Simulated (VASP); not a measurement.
# Mn (Fm-3m) in VASP: further runs

Runs on Mn. Level: PBEsol. Tasks: single point.

Program: VASP 6.6.1. These are calculated values, not measurements. Logs are shortened: lines on timing, memory, paths and dates and some standing lists are left out, and cuts for length are marked.

### 1 The cell of the first run

Symmetry: Fm-3m, No. 225, cubic system. Conventional cell: a = 3.460 Å, b = 3.460 Å, c = 3.460 Å, α = 90.00°, β = 90.00°, γ = 90.00°. Mn (site symmetry m-3m) has 12 Mn at 2.45 Å within 3.2 Å.

This isn't the form of Mn at room conditions, which is a 58-atom cubic cell.

### 2 Single point, PBEsol, collinear spin, ferromagnetic start

Input file INCAR:

```
  ALGO = Normal
  EDIFF = 1E-6
  ENCUT = 500
  GGA = PS
  GGA_COMPAT = F
  ISIF = 2
  ISMEAR = 0
  ISPIN = 2
  LASPH = T
  LCHARG = F
  LMAXMIX = 4
  LORBIT = 11
  LREAL = F
  LWAVE = F
  MAGMOM = 1.65
  NBANDS = 16
  NELM = 200
  PREC = Accurate
  SIGMA = 0.1
```

Input file KPOINTS:

```
k-points
0
Gamma
  8 8 8
```

Input file POSCAR:

```
Mn
1.0
    0.0000000000      1.7300135197      1.7300135197
    1.7300135197      0.0000000000      1.7300135197
    1.7300135197      1.7300135197      0.0000000000
Mn
1
Direct
    0.0000000000      0.0000000000      0.0000000000
```

Potentials or basis: VASP PAW PBE potentials, release 64 (Mn_pv).

On the command line:

```console
> cat potpaw_PBE.64/Mn_pv/POTCAR > POTCAR
> mpirun -np 1 vasp_std > vasp.out
```

OUTCAR:

```text
EDIFF = 1E-6
   ENCUT = 500
   GGA = PS
   ISIF = 2
   ISMEAR = 0
   ISPIN = 2
   LASPH = T
   LORBIT = 11
   LREAL = F
   NELM = 200
   PREC = Accurate

 ion  position               nearest neighbor table
   1  0.000  0.000  0.000-

  LATTYP: Found a face centered cubic cell.
 ALAT       =     3.4600270394

  Lattice vectors:

 A1 = (   0.0000000000,   1.7300135197,   1.7300135197)
 A2 = (   1.7300135197,   0.0000000000,   1.7300135197)
 A3 = (   1.7300135197,   1.7300135197,   0.0000000000)

Analysis of symmetry for initial positions (statically):
=====================================================================
 Subroutine PRICEL returns:
 Original cell was already a primitive cell.

 Routine SETGRP: Setting up the symmetry group for a
 face centered cubic supercell.

 Subroutine GETGRP returns: Found 48 space group operations
 (whereof 48 operations were pure point group operations)
 out of a pool of 48 trial point group operations.

The static configuration has the point symmetry O_h .

Analysis of symmetry for dynamics (positions and initial velocities):
=====================================================================
 Subroutine PRICEL returns:
 Original cell was already a primitive cell.

 Routine SETGRP: Setting up the symmetry group for a
 face centered cubic supercell.

 Subroutine GETGRP returns: Found 48 space group operations
 (whereof 48 operations were pure point group operations)
 out of a pool of 48 trial point group operations.

The dynamic configuration has the point symmetry O_h .

Analysis of structural, dynamic, and magnetic symmetry:
=====================================================================
 Subroutine PRICEL returns:
 Original cell was already a primitive cell.

 Routine SETGRP: Setting up the symmetry group for a
 face centered cubic supercell.

 Subroutine GETGRP returns: Found 48 space group operations
 (whereof 48 operations were pure point group operations)
 out of a pool of 48 trial point group operations.

The overall configuration has the point symmetry O_h .

 Subroutine INISYM returns: Found 48 space group operations
 (whereof 48 operations are pure point group operations),
 and found     1 'primitive' translations

----------------------------------------------------------------------------------------

                                     Primitive cell

  volume of cell :      10.3557

  direct lattice vectors                    reciprocal lattice vectors
     0.000000000  1.730013520  1.730013520    -0.289015082  0.289015082  0.289015082
     1.730013520  0.000000000  1.730013520     0.289015082 -0.289015082  0.289015082
     1.730013520  1.730013520  0.000000000     0.289015082  0.289015082 -0.289015082

  length of vectors
     2.446608583  2.446608583  2.446608583     0.500588807  0.500588807  0.500588807

  position of ions in fractional coordinates (direct lattice)
     0.000000000  0.000000000  0.000000000

  ion indices of the primitive-cell ions
   primitive index   ion index
                 1           1

----------------------------------------------------------------------------------------

 KPOINTS: k-points

Automatic generation of k-mesh.
 Grid dimensions read from file:
 generate k-points for:    8    8    8

 Generating k-lattice:

  Cartesian coordinates                     Fractional coordinates (reciprocal lattice)
    -0.036126885  0.036126885  0.036126885     0.125000000  0.000000000  0.000000000
     0.036126885 -0.036126885  0.036126885     0.000000000  0.125000000  0.000000000
     0.036126885  0.036126885 -0.036126885     0.000000000  0.000000000  0.125000000

  Length of vectors
     0.062573601  0.062573601  0.062573601

  Shift w.r.t. Gamma in fractional coordinates (k-lattice)
     0.000000000  0.000000000  0.000000000

 Subroutine IBZKPT returns following result:
 ===========================================

 Found     29 irreducible k-points:

 Following reciprocal coordinates:
            Coordinates               Weight
  0.000000  0.000000  0.000000      1.000000
  0.125000  0.000000  0.000000      8.000000
  0.250000  0.000000  0.000000      8.000000
  0.375000  0.000000  0.000000      8.000000
  0.500000  0.000000  0.000000      4.000000
  0.125000  0.125000  0.000000      6.000000
[... 16 lines left out ...]
  0.500000  0.250000  0.125000     48.000000
 -0.375000  0.250000  0.125000     24.000000
 [... further k-points ...]
   k-points           NKPTS =     29   k-points in BZ     NKDIM =     29   number of bands    NBANDS=     16
   number of dos      NEDOS =    301   number of ions     NIONS =      1
   total plane-waves  NPLWV =   5832
   dimension x,y,z NGX =    18 NGY =   18 NGZ =   18
   dimension x,y,z NGXF=    36 NGYF=   36 NGZF=   36
   ions per type =               1
   NGX,Y,Z   is equivalent  to a cutoff of  12.23, 12.23, 12.23 a.u.
   NGXF,Y,Z  is equivalent  to a cutoff of  24.46, 24.46, 24.46 a.u.
 SYSTEM =  unknown system
   PREC   = accura    normal or accurate (medium, high low for compatibility)
   ISTART =      0    job   : 0-new  1-cont  2-samecut
   ICHARG =      2    charge: 1-file 2-atom 10-const
   ISPIN  =      2    spin polarized calculation?
   LNONCOLLINEAR =      F non collinear calculations
   LSORBIT =      F    spin-orbit coupling
   LASPH  =      T    aspherical Exc in radial PAW
   ENCUT  =  500.0 eV  36.75 Ry    6.06 a.u.   4.46  4.46  4.46*2*pi/ulx,y,z
   NELM   =    200;   NELMIN=  2; NELMDL= -5     # of ELM steps
   EDIFF  = 0.1E-05   stopping-criterion for ELM
   LREAL  =      F    real-space projection
   EDIFFG = 0.1E-04   stopping-criterion for IOM
   NSW    =      0    number of steps for IOM
   IBRION =     -1    ionic relax: 0-MD 1-quasi-New 2-CG
   NFREE  =      0    steps in history (QN), initial steepest desc. (CG)
   ISIF   =      2    stress and relaxation
   ISYM   =      2    0-nonsym 1-usesym 2-fastsym
   POTIM  = 0.5000    time-step for ionic-motion
   TEBEG  =    0.0;   TEEND  =   0.0 temperature during run
   PSTRESS=    0.0 pullay stress
   NELECT =      13.0000    total number of electrons
   NUPDOWN=      -1.0000    fix difference up-down
   EMIN   =  10.00;   EMAX   =-10.00  energy-range for DOS
   EFERMI =   0.00;   METHOD = LEGACY
   ISMEAR =     0;   SIGMA  =   0.10  broadening in eV -4-tet -1-fermi 0-gaus
   EFERMI_NEDOS =   21; number of points for ismear=-14 and -15
   IALGO  =     38    algorithm
   IMIX   =      4    mixing-type and parameters
     AMIX     =   0.40;   BMIX     =  1.00
     AMIX_MAG =   1.60;   BMIX_MAG =  1.00
  volume/ion in A,a.u.               =      10.36        69.88
  Fermi-wavevector in a.u.,A,eV,Ry     =   1.766023  3.337300 42.434376  3.118839
  Thomas-Fermi vector in A             =   2.833689
   LORBIT       =     11    0 simple, 1 ext, 2 COOP (PROOUT), +10 PAW based schemes
   GGA     = PS    functional components
   LHFCALC =     F    Hartree Fock is set to
   AEXX    =    0.0000 exact exchange contribution
   IVDW    =     0    specifies the selected vdW correction
   LEPSILON=     F    determine dielectric tensor
   LRPA    =     F    only Hartree local field effects (RPA)
 spin polarized calculation
 Gauss-broadening in eV      SIGMA  =   0.10
  energy-cutoff  :      500.00
  volume of cell :       10.36
 maximum number of plane-waves:       274
 NGX is ok and might be reduce to    18
   NGX =  9   NGY =  9   NGZ =  9

 number of electron      13.0000016 magnetization       0.0003321

 number of electron      13.0000016 magnetization      -0.0001110

 Free energy of the ion-electron system (eV)
  ---------------------------------------------------
  ext. energy  EPLUGINS =         0.00000000
  ---------------------------------------------------
  free energy    TOTEN  =        -9.67818309 eV

  energy without entropy =       -9.67244113  energy(sigma->0) =       -9.67531211

 E-fermi :  10.9311     XC(G=0): -14.4166

 val. band max:       10.9295273874   @ k =  -0.1250   0.1250   0.0000
 cond. band min:      10.9545455631   @ k =   0.5000   0.2500   0.0000
 fundamental gap:      0.0250181757
 Fermi energy:        10.9311052466

 spin component 1

 k-point     1 :       0.0000    0.0000    0.0000
  band No.  band energies     occupation
      1     -36.5896      1.00000
      2     -36.5896      1.00000
      3     -36.5896      1.00000
      4       2.3719      1.00000
      5       9.6666      1.00000
      6       9.6666      1.00000
[... 8 lines left out ...]
     15      44.2371      0.00000
     16      44.3362      0.00000
[... 419 lines left out ...]
 k-point    24 :      -0.3750    0.2500    0.1250
  band No.  band energies     occupation
      1     -37.3342      1.00000
      2     -36.9278      1.00000
      3     -36.7733      1.00000
      4       7.3043      1.00000
      5       8.1984      1.00000
      6       9.4171      1.00000
[... 8 lines left out ...]
     15      42.7122      0.00000
     16      48.1635      0.00000

 [... further k-points ...]

 spin component 2

 k-point     1 :       0.0000    0.0000    0.0000
  band No.  band energies     occupation
      1     -36.5897      1.00000
      2     -36.5897      1.00000
      3     -36.5897      1.00000
      4       2.3720      1.00000
      5       9.6666      1.00000
      6       9.6666      1.00000
[... 8 lines left out ...]
     15      44.2377      0.00000
     16      44.3363      0.00000
[... 419 lines left out ...]
 k-point    24 :      -0.3750    0.2500    0.1250
  band No.  band energies     occupation
      1     -37.3343      1.00000
      2     -36.9279      1.00000
      3     -36.7734      1.00000
      4       7.3043      1.00000
      5       8.1983      1.00000
      6       9.4171      1.00000
[... 8 lines left out ...]
     15      42.7122      0.00000
     16      48.1635      0.00000

 [... further k-points ...]

------------------------ aborting loop because EDIFF is reached ----------------------------------------

  FORCE on cell =-STRESS in cart. coord.  units (eV):
  Direction    XX          YY          ZZ          XY          YZ          ZX
  --------------------------------------------------------------------------------------
  -------------------------------------------------------------------------------------
  Total       -0.0295306     -0.0295306     -0.0295306     -0.0000000     -0.0000000      0.0000000
  in kB       -4.5688204     -4.5688204     -4.5688204     -0.0000000     -0.0000000      0.0000000
  external PRESSURE =      -4.5688204 kB  Pullay stress =       0.0000000 kB

 VOLUME and BASIS-vectors are now :
 -----------------------------------------------------------------------------
  energy-cutoff  :      500.00
  volume of cell :       10.36
      direct lattice vectors                 reciprocal lattice vectors
     0.000000000  1.730013520  1.730013520    -0.289015082  0.289015082  0.289015082
     1.730013520  0.000000000  1.730013520     0.289015082 -0.289015082  0.289015082
     1.730013520  1.730013520  0.000000000     0.289015082  0.289015082 -0.289015082

 POSITION                                       TOTAL-FORCE (eV/Angst)
 -----------------------------------------------------------------------------------
      0.00000      0.00000      0.00000         0.000000     -0.000000      0.000000
 -----------------------------------------------------------------------------------
    total drift:                               -0.000000      0.000000      0.000000

  FREE ENERGIE OF THE ION-ELECTRON SYSTEM (eV)
  ---------------------------------------------------
  free  energy   TOTEN  =        -9.6781830946 eV

  energy  without entropy=       -9.6724411333  energy(sigma->0) =       -9.67531211

 total charge

# of ion       s       p       d       tot
------------------------------------------
    1        0.445   6.432   5.190  12.067

 magnetization (x)

# of ion       s       p       d       tot
------------------------------------------
    1       -0.000   0.000  -0.000  -0.000
```

Run time: 10 s. Hardware: 1 thread of Intel Xeon Platinum 8488C (Sapphire Rapids), shared host; peak memory 0.12 GiB.

What came out:

```
Free energy                                           : -9.6782 eV
Pressure                                              : -0.5 GPa
Net moment                                            : 0.00 μB per cell
Valence electrons inside the program's atomic spheres : Mn 12.07
```

Caveat: the k points lie up to 0.39 Å⁻¹ apart; the PAW data sets were made with another functional, which shifts forces and pressure a little.

### 3 Single point, PBEsol, collinear spin, ferromagnetic start

This run uses another cell than the first one, of 13.69 Å³/atom.

Input file INCAR:

```
SYSTEM = Mn
PREC = Accurate
ENCUT = 500
EDIFF = 1E-6
ISMEAR = 0
SIGMA = 0.1
LREAL = .FALSE.
LASPH = .TRUE.
NELM = 200
ALGO = Normal
ISIF = 2
LWAVE = .FALSE.
LCHARG = .FALSE.
ISPIN = 2
MAGMOM = 4
LORBIT = 11
LMAXMIX = 4
GGA = PS
NBANDS = 16
GGA_COMPAT = .FALSE.
```

Input file KPOINTS:

```
regular mesh
0
G
  8 8 8
  0 0 0
```

Input file POSCAR:

```
Mn
1.0
    0.0000000000      1.8987242364      1.8987242364
    1.8987242364      0.0000000000      1.8987242364
    1.8987242364      1.8987242364      0.0000000000
Mn
1
Direct
    0.0000000000      0.0000000000      0.0000000000
```

Potentials or basis: VASP PAW PBE potentials, release 64 (Mn_pv).

On the command line:

```console
> cat potpaw_PBE.64/Mn_pv/POTCAR > POTCAR
> mpirun -np 1 vasp_std > vasp.out
```

It took 13 s on 1 thread of Intel Xeon Platinum 8488C (Sapphire Rapids), shared host; peak memory 0.13 GiB.

The run converged. Its results:

```
Free energy                                           : -9.0870 eV
Pressure                                              : -35.7 GPa
Net moment                                            : 1.55 μB per cell
Site moments                                          : Mn +1.53 μB
Valence electrons inside the program's atomic spheres : Mn 11.60
```

Levels at points of the mesh, in eV from the Fermi level:
Spin up:
```
           k point  band 3  band 4  band 5  band 6  band 7  band 8  band 9  band 10  band 11  band 12
(0.00, 0.00, 0.00)  -48.31   -7.41   -1.34   -1.34   -1.34   -0.44   -0.44    19.64    23.68    23.68
(0.50, 0.00, 0.00)  -48.36   -3.87   -1.55   -1.55    0.18    0.52    0.52     6.25    18.54    21.76
(0.50, 0.50, 0.00)  -48.43   -3.98   -3.24    0.32    0.83    0.83    2.58     9.14    13.15    13.15
```
Spin down:
```
           k point  band 4  band 5  band 6  band 7  band 8  band 9
(0.00, 0.00, 0.00)   -7.13   -0.13   -0.13   -0.13    1.44    1.44
(0.50, 0.00, 0.00)   -3.09   -0.05   -0.05    0.41    2.12    2.12
(0.50, 0.50, 0.00)   -2.78   -2.25    2.20    2.20    2.29    2.85
```

Caveat: the cell stands under tension; the PAW data sets were made with another functional, which shifts forces and pressure a little.
